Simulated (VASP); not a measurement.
# RbFeCl3 (Pm-3m) in VASP: a series of runs

RbFeCl3 is run at these levels: LDA+U; tasks: single point.

Program: VASP 6.6.1. These are calculated values, not measurements. Logs are shortened: lines on timing, memory, paths and dates and some standing lists are left out, and cuts for length are marked.

## (1) The cell of the first run

Symmetry: Pm-3m, No. 221, cubic system. Conventional cell: a = 4.930 Å, b = 4.930 Å, c = 4.930 Å, α = 90.00°, β = 90.00°, γ = 90.00°. Rb (site symmetry m-3m) has 12 Cl at 3.49 Å and 8 Fe at 4.27 Å within 4.6 Å. Fe (site symmetry m-3m) has 6 Cl at 2.47 Å within 3.3 Å. Cl (site symmetry 4/mmm) has 2 Fe at 2.47 Å within 3.3 Å.

## (2) Single point, LDA+U, collinear spin, ferromagnetic start

Input file INCAR:

```
SYSTEM = RbFeCl3
  PREC = Accurate
  ENCUT = 520
  EDIFF = 1E-6
  ISMEAR = -1
  SIGMA = 0.05
  LREAL = .False.
  LASPH = .True.
  NELM = 150
  ALGO = Normal
  ISIF = 2
  LWAVE = .False.
  LCHARG = .False.
  ISPIN = 2
  MAGMOM = 0 3.5 0 0 0
  LORBIT = 11
  LMAXMIX = 4
  LDAU = .True.
  LDAUTYPE = 2
  LDAUL = -1 2 -1
  LDAUU = 0 2 0
  LDAUJ = 0 0 0
  LDAUPRINT = 1
  GGA = CA
  NBANDS = 31
```

Input file KPOINTS:

```
Automatic mesh
0
Gamma
  4 4 4
  0 0 0
```

Input file POSCAR:

```
RbFeCl3
1.0
    4.9301220000      0.0000000000      0.0000000000
    0.0000000000      4.9301220000      0.0000000000
    0.0000000000      0.0000000000      4.9301220000
Rb Fe Cl
1 1 3
Direct
    0.5000000000      0.5000000000      0.5000000000
    0.0000000000      0.0000000000      0.0000000000
    0.5000000000      0.0000000000      0.0000000000
    0.0000000000      0.5000000000      0.0000000000
    0.0000000000      0.0000000000      0.5000000000
```

Potentials or basis: VASP PAW LDA potentials, release 64 (Rb_sv, Fe, Cl).

Command:

```
$ cat potpaw_LDA.64/Rb_sv/POTCAR potpaw_LDA.64/Fe/POTCAR potpaw_LDA.64/Cl/POTCAR > POTCAR
$ mpirun -np 1 vasp_std > vasp.out
```

OUTCAR:

```text
SYSTEM = RbFeCl3
   PREC = Accurate
   ENCUT = 520
   EDIFF = 1E-6
   ISMEAR = -1
   LREAL = .False.
   LASPH = .True.
   NELM = 150
   ISIF = 2
   ISPIN = 2
   LORBIT = 11
   GGA = CA

 ion  position               nearest neighbor table
   1  0.500  0.500  0.500-   3 3.49   4 3.49   5 3.49   3 3.49   4 3.49   3 3.49   5 3.49   3 3.49
                             4 3.49   5 3.49   4 3.49   5 3.49   2 4.27   2 4.27   2 4.27   2 4.27
   2  0.000  0.000  0.000-   3 2.47   4 2.47   5 2.47   5 2.47   4 2.47   3 2.47   1 4.27   1 4.27
                             1 4.27   1 4.27   1 4.27   1 4.27   1 4.27   1 4.27
   3  0.500  0.000  0.000-   2 2.47   2 2.47   1 3.49   1 3.49   1 3.49   1 3.49
   4  0.000  0.500  0.000-   2 2.47   2 2.47   1 3.49   1 3.49   1 3.49   1 3.49
   5  0.000  0.000  0.500-   2 2.47   2 2.47   1 3.49   1 3.49   1 3.49   1 3.49

  LATTYP: Found a simple cubic cell.
 ALAT       =     4.9301220000

  Lattice vectors:

 A1 = (   4.9301220000,   0.0000000000,   0.0000000000)
 A2 = (   0.0000000000,   4.9301220000,   0.0000000000)
 A3 = (   0.0000000000,   0.0000000000,   4.9301220000)

Analysis of symmetry for initial positions (statically):
=====================================================================
 Subroutine PRICEL returns:
 Original cell was already a primitive cell.

 Routine SETGRP: Setting up the symmetry group for a
 simple cubic supercell.

 Subroutine GETGRP returns: Found 48 space group operations
 (whereof 48 operations were pure point group operations)
 out of a pool of 48 trial point group operations.

The static configuration has the point symmetry O_h .

Analysis of symmetry for dynamics (positions and initial velocities):
=====================================================================
 Subroutine PRICEL returns:
 Original cell was already a primitive cell.

 Routine SETGRP: Setting up the symmetry group for a
 simple cubic supercell.

 Subroutine GETGRP returns: Found 48 space group operations
 (whereof 48 operations were pure point group operations)
 out of a pool of 48 trial point group operations.

The dynamic configuration has the point symmetry O_h .

Analysis of structural, dynamic, and magnetic symmetry:
=====================================================================
 Subroutine PRICEL returns:
 Original cell was already a primitive cell.

 Routine SETGRP: Setting up the symmetry group for a
 simple cubic supercell.

 Subroutine GETGRP returns: Found 48 space group operations
 (whereof 48 operations were pure point group operations)
 out of a pool of 48 trial point group operations.

The overall configuration has the point symmetry O_h .

 Subroutine INISYM returns: Found 48 space group operations
 (whereof 48 operations are pure point group operations),
 and found     1 'primitive' translations

----------------------------------------------------------------------------------------

                                     Primitive cell

  volume of cell :     119.8321

  direct lattice vectors                    reciprocal lattice vectors
     4.930122000  0.000000000  0.000000000     0.202834737  0.000000000  0.000000000
     0.000000000  4.930122000  0.000000000     0.000000000  0.202834737  0.000000000
     0.000000000  0.000000000  4.930122000     0.000000000  0.000000000  0.202834737

  length of vectors
     4.930122000  4.930122000  4.930122000     0.202834737  0.202834737  0.202834737

  position of ions in fractional coordinates (direct lattice)
     0.500000000  0.500000000  0.500000000
     0.000000000  0.000000000  0.000000000
     0.500000000  0.000000000  0.000000000
     0.000000000  0.500000000  0.000000000
     0.000000000  0.000000000  0.500000000

  ion indices of the primitive-cell ions
   primitive index   ion index
                 1           1
                 2           2
                 3           3
                 4           4
                 5           5

----------------------------------------------------------------------------------------

 KPOINTS: Automatic mesh

Automatic generation of k-mesh.
 Grid dimensions read from file:
 generate k-points for:    4    4    4

 Generating k-lattice:

[... 35 lines left out ...]
   NGXF,Y,Z  is equivalent  to a cutoff of  26.98, 26.98, 26.98 a.u.
 SYSTEM =  RbFeCl3
   PREC   = accura    normal or accurate (medium, high low for compatibility)
   ISTART =      0    job   : 0-new  1-cont  2-samecut
   ICHARG =      2    charge: 1-file 2-atom 10-const
   ISPIN  =      2    spin polarized calculation?
   LNONCOLLINEAR =      F non collinear calculations
   LSORBIT =      F    spin-orbit coupling
   LASPH  =      T    aspherical Exc in radial PAW
   ENCUT  =  520.0 eV  38.22 Ry    6.18 a.u.   9.17  9.17  9.17*2*pi/ulx,y,z
   NELM   =    150;   NELMIN=  2; NELMDL= -5     # of ELM steps
   EDIFF  = 0.1E-05   stopping-criterion for ELM
   LREAL  =      F    real-space projection
   EDIFFG = 0.1E-04   stopping-criterion for IOM
   NSW    =      0    number of steps for IOM
   IBRION =     -1    ionic relax: 0-MD 1-quasi-New 2-CG
   NFREE  =      0    steps in history (QN), initial steepest desc. (CG)
   ISIF   =      2    stress and relaxation
   ISYM   =      2    0-nonsym 1-usesym 2-fastsym
   POTIM  = 0.5000    time-step for ionic-motion
   TEBEG  =    0.0;   TEEND  =   0.0 temperature during run
   PSTRESS=    0.0 pullay stress
   NELECT =      38.0000    total number of electrons
   NUPDOWN=      -1.0000    fix difference up-down
   EMIN   =  10.00;   EMAX   =-10.00  energy-range for DOS
   EFERMI =   0.00;   METHOD = LEGACY
   ISMEAR =    -1;   SIGMA  =   0.05  broadening in eV -4-tet -1-fermi 0-gaus
   EFERMI_NEDOS =   21; number of points for ismear=-14 and -15
   IALGO  =     38    algorithm
   IMIX   =      4    mixing-type and parameters
     AMIX     =   0.40;   BMIX     =  1.00
     AMIX_MAG =   1.60;   BMIX_MAG =  1.00
  volume/ion in A,a.u.               =      23.97       161.73
  Fermi-wavevector in a.u.,A,eV,Ry     =   1.116379  2.109651 16.956972  1.246302
  Thomas-Fermi vector in A             =   2.252992
   LORBIT       =     11    0 simple, 1 ext, 2 COOP (PROOUT), +10 PAW based schemes
 LDA+U is selected, type is set to LDAUTYPE =  2
   angular momentum for each species LDAUL =    -1    2   -1
   U (eV)           for each species LDAUU =   0.0  2.0  0.0
   J (eV)           for each species LDAUJ =   0.0  0.0  0.0
   GGA     = CA    functional components
   LHFCALC =     F    Hartree Fock is set to
   AEXX    =    0.0000 exact exchange contribution
   IVDW    =     0    specifies the selected vdW correction
   LEPSILON=     F    determine dielectric tensor
   LRPA    =     F    only Hartree local field effects (RPA)
 spin polarized calculation
  energy-cutoff  :      520.00
  volume of cell :      119.83
 maximum number of plane-waves:      3239
 NGX is ok and might be reduce to    40
   NGX = 19   NGY = 19   NGZ = 19

atom =   2  type =  2  l = 2

 onsite density matrix

spin component  1

  0.9500 -0.0000  0.0000  0.0000  0.0000
 -0.0000  0.9500 -0.0000 -0.0000 -0.0000
  0.0000 -0.0000  0.9800 -0.0000 -0.0000
  0.0000 -0.0000 -0.0000  0.9500  0.0000
  0.0000 -0.0000 -0.0000  0.0000  0.9800

spin component  2

  0.3367  0.0000 -0.0000 -0.0000 -0.0000
  0.0000  0.3367  0.0000  0.0000  0.0000
 -0.0000  0.0000  0.1255  0.0000  0.0000
 -0.0000  0.0000  0.0000  0.3367 -0.0000
 -0.0000  0.0000  0.0000 -0.0000  0.1255

 occupancies and eigenvectors

  o =  0.1255  v =  0.0000  0.0000  0.0000  0.0000  0.0000  0.0000  0.0000  0.0167 -0.0000 -0.9999      0.0000  0.0000  0.0000  0.0000  0.0000  0.0000  0.0000  0.0000  0.0000  0.0000
  o =  0.1255  v =  0.0000  0.0000  0.0000  0.0000  0.0000  0.0000 -0.0000  0.9999  0.0000  0.0167      0.0000  0.0000  0.0000  0.0000  0.0000  0.0000  0.0000  0.0000  0.0000  0.0000
  o =  0.3367  v =  0.0000  0.0000  0.0000  0.0000  0.0000  1.0000  0.0000  0.0000  0.0000  0.0000      0.0000  0.0000  0.0000  0.0000  0.0000  0.0000  0.0000  0.0000  0.0000  0.0000
  o =  0.3367  v =  0.0000  0.0000  0.0000  0.0000  0.0000  0.0000 -0.0744 -0.0000 -0.9972  0.0000      0.0000  0.0000  0.0000  0.0000  0.0000  0.0000  0.0000  0.0000  0.0000  0.0000
  o =  0.3367  v =  0.0000  0.0000  0.0000  0.0000  0.0000  0.0000  0.9972  0.0000 -0.0744 -0.0000      0.0000  0.0000  0.0000  0.0000  0.0000  0.0000  0.0000  0.0000  0.0000  0.0000
  o =  0.9500  v =  0.0000 -0.8046 -0.0000 -0.5938 -0.0000  0.0000  0.0000  0.0000  0.0000  0.0000      0.0000  0.0000  0.0000  0.0000  0.0000  0.0000  0.0000  0.0000  0.0000  0.0000
  o =  0.9500  v =  1.0000  0.0000  0.0000  0.0000  0.0000  0.0000  0.0000  0.0000  0.0000  0.0000      0.0000  0.0000  0.0000  0.0000  0.0000  0.0000  0.0000  0.0000  0.0000  0.0000
  o =  0.9500  v =  0.0000  0.5938 -0.0000 -0.8046  0.0000  0.0000  0.0000  0.0000  0.0000  0.0000      0.0000  0.0000  0.0000  0.0000  0.0000  0.0000  0.0000  0.0000  0.0000  0.0000
  o =  0.9800  v =  0.0000 -0.0000 -0.9999  0.0000 -0.0112  0.0000  0.0000  0.0000  0.0000  0.0000      0.0000  0.0000  0.0000  0.0000  0.0000  0.0000  0.0000  0.0000  0.0000  0.0000
  o =  0.9800  v =  0.0000  0.0000  0.0112  0.0000 -0.9999  0.0000  0.0000  0.0000  0.0000  0.0000      0.0000  0.0000  0.0000  0.0000  0.0000  0.0000  0.0000  0.0000  0.0000  0.0000

 number of electron      37.9999995 magnetization       3.9999960

 Free energy of the ion-electron system (eV)
  ---------------------------------------------------
  ext. energy  EPLUGINS =         0.00000000
  ---------------------------------------------------
  free energy    TOTEN  =       -21.68090728 eV

  energy without entropy =      -21.64233720  energy(sigma->0) =      -21.66162224

 E-fermi :   2.2803     XC(G=0):  -9.3918

 val. band max:        2.2087407817   @ k =   0.2500   0.2500   0.0000
 cond. band min:       2.3047217916   @ k =   0.2500   0.2500   0.2500
 fundamental gap:      0.0959810100
 Fermi energy:         2.2802711933

 spin component 1

 k-point     1 :       0.0000    0.0000    0.0000
  band No.  band energies     occupation
      1     -23.8148      1.00000
      2     -13.6428      1.00000
      3     -12.7467      1.00000
      4     -12.7467      1.00000
      5      -8.0297      1.00000
      6      -8.0297      1.00000
[... 329 lines left out ...]
     30      10.4578      0.00000
     31      11.1089      0.00000
 Fermi energy:         2.2802711933

 spin component 2

 k-point     1 :       0.0000    0.0000    0.0000
  band No.  band energies     occupation
      1     -23.8140      1.00000
      2     -13.5087      1.00000
      3     -12.5795      1.00000
      4     -12.5795      1.00000
      5      -8.0274      1.00000
      6      -8.0274      1.00000
[... 329 lines left out ...]
     30      10.4694      0.00000
     31      12.0604      0.00000

------------------------ aborting loop because EDIFF is reached ----------------------------------------

  FORCE on cell =-STRESS in cart. coord.  units (eV):
  Direction    XX          YY          ZZ          XY          YZ          ZX
  --------------------------------------------------------------------------------------
  -------------------------------------------------------------------------------------
  Total       -2.5531688     -2.5531688     -2.5531688      0.0000000     -0.0000000      0.0000000
  in kB      -34.1363518    -34.1363518    -34.1363518      0.0000000     -0.0000000      0.0000000
  external PRESSURE =     -34.1363518 kB  Pullay stress =       0.0000000 kB

 VOLUME and BASIS-vectors are now :
 -----------------------------------------------------------------------------
  energy-cutoff  :      520.00
  volume of cell :      119.83
      direct lattice vectors                 reciprocal lattice vectors
     4.930122000  0.000000000  0.000000000     0.202834737  0.000000000  0.000000000
     0.000000000  4.930122000  0.000000000     0.000000000  0.202834737  0.000000000
     0.000000000  0.000000000  4.930122000     0.000000000  0.000000000  0.202834737

 POSITION                                       TOTAL-FORCE (eV/Angst)
 -----------------------------------------------------------------------------------
      2.46506      2.46506      2.46506         0.000000      0.000000      0.000000
      0.00000      0.00000      0.00000         0.000000      0.000000      0.000000
      2.46506      0.00000      0.00000         0.000000      0.000000      0.000000
      0.00000      2.46506      0.00000         0.000000      0.000000      0.000000
      0.00000      0.00000      2.46506         0.000000      0.000000      0.000000
 -----------------------------------------------------------------------------------
    total drift:                                0.000000      0.000000     -0.000000

  FREE ENERGIE OF THE ION-ELECTRON SYSTEM (eV)
  ---------------------------------------------------
  free  energy   TOTEN  =       -21.6809072849 eV

  energy  without entropy=      -21.6423372010  energy(sigma->0) =      -21.66162224

 total charge

# of ion       s       p       d       tot
------------------------------------------
    1        1.935   5.335   0.020   7.290
    2        0.278   0.306   6.052   6.636
    3        1.589   3.520   0.000   5.109
    4        1.589   3.520   0.000   5.109
    5        1.589   3.520   0.000   5.109
--------------------------------------------------
tot          6.979  16.201   6.072  29.252

 magnetization (x)

# of ion       s       p       d       tot
------------------------------------------
    1        0.000   0.001  -0.000   0.001
    2        0.028   0.028   3.546   3.602
    3        0.008   0.078   0.000   0.086
    4        0.008   0.078   0.000   0.086
    5        0.008   0.078   0.000   0.086
--------------------------------------------------
tot          0.051   0.263   3.546   3.860
```

Wall time 2.2 min (1 thread of Oxide Virtual Turin-like, shared host); peak memory 0.21 GiB.

What came out:

| Quantity | Value |
| --- | --- |
| Free energy | -21.6809 eV |
| Pressure | -3.4 GPa |
| Band gap on the k mesh | zero (filled and empty bands overlap) |
| Net moment | 4.00 μB per cell |
| Site moments | Rb +0.00; Fe +3.60; Cl +0.09 μB |
| Valence electrons inside the program's atomic spheres | Rb 7.29; Fe 6.64; Cl 5.11 |

Eigenvalues of the final occupation matrices:
| site | spin | trace | eigenvalues |
| --- | --- | --- | --- |
| site 2 d | 1 | 4.81 | 0.95 0.95 0.95 0.98 0.98 |
| site 2 d | 2 | 1.26 | 0.13 0.13 0.34 0.34 0.34 |

Caveat: a cell with one magnetic atom can't hold antiferromagnetic order, which such compounds often take. The state reached can hang on the start; a lower one may exist.

(Continued in part 2 of 2.)
